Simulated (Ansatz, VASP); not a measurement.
**One calculation of Co, two programs**

The input INCAR:

```
  PREC = Accurate
  ENCUT = 520
  EDIFF = 1E-6
  ISMEAR = -1
  SIGMA = 0.05
  LREAL = False
  LASPH = True
  NELM = 150
  ALGO = Normal
  ISIF = 2
  LWAVE = False
  LCHARG = False
  ISPIN = 2
  MAGMOM = 1.736 1.736
  LORBIT = 11
  LMAXMIX = 4
  GGA = B5
  ALDAX = 1.0
  AGGAX = 1.0
  AGGAC = 1.0
  ALDAC = 0.0
  NBANDS = 20
```

Contents of KPOINTS:

```
regular mesh
0
Gamma
  12 12 12
```

Contents of POSCAR:

```
Co
1.0
    0.0000000000      2.5075239787      2.5075239787
    2.5075239787      0.0000000000      2.5075239787
    2.5075239787      2.5075239787      0.0000000000
Co
2
Direct
    0.1250000000      0.1250000000      0.1250000000
    0.8750000000      0.8750000000      0.8750000000
```

Input for Ansatz:

```yaml
crystal:
  lattice:
    - [0.0, 2.5075239787, 2.5075239787]
    - [2.5075239787, 0.0, 2.5075239787]
    - [2.5075239787, 2.5075239787, 0.0]
  atoms:
    - { symbol: Co, position: [0.125, 0.125, 0.125], spin: 1.736 }
    - { symbol: Co, position: [0.875, 0.875, 0.875], spin: 1.736 }
hamiltonian:
  xc: blyp
  pseudopotentials:
    kind: paw
    azcp:
      Co: "pseudopotentials/Co.paw.azcp"
basis:
  ecutwfc: 420
  fft_grid_basis: typed
kpoints:
  mp_grid: { grid: [12, 12, 12], shift: [0, 0, 0] }
magnetization:
  spin_polarized: true
scf:
  occupations: { method: fermi_dirac, width: 0.05 }
  lower_state_search: "off"
output:
  stress: true
  write_density: true
  write_potential: true
  elf: true
  volumetric_format: npy
```

Alike in both runs: task single point; functional BLYP; k mesh 12 × 12 × 12; occupations fermi-dirac, width 0.05 eV; collinear spin.

|  | VASP | Ansatz |
| --- | --- | --- |
| version | VASP 6.6.1 | Ansatz 0.2.0 |
| potentials or method | VASP PAW PBE potentials, release 64 (Co), cutoff 520 eV | plane waves (420 eV) with PAW, scalar-relativistic |
| valence electrons in the cell | 18 | 34 |

VASP gave:

| Property | Result |
| --- | --- |
| pressure (GPa) | 8.5 |
| net moment per atom (μB) | 1.66 |
| size of the moment on the site where the two differ most (μB) | 1.64 |

Task: Estimate Ansatz's values.

Result: Pressure (GPa): 9.0; net moment per atom (μB): 1.67; size of the moment on the site where the two differ most (μB): 1.67.

VASP's potentials were made for PBE, not for BLYP. Site moments also hang on the region over which each program counts them. The functional is the same, so the differences come from potentials, cutoffs and numerics. VASP's potentials hold 18 valence electrons a cell and Ansatz's 34, so a difference there can come from the potentials and not from the codes.
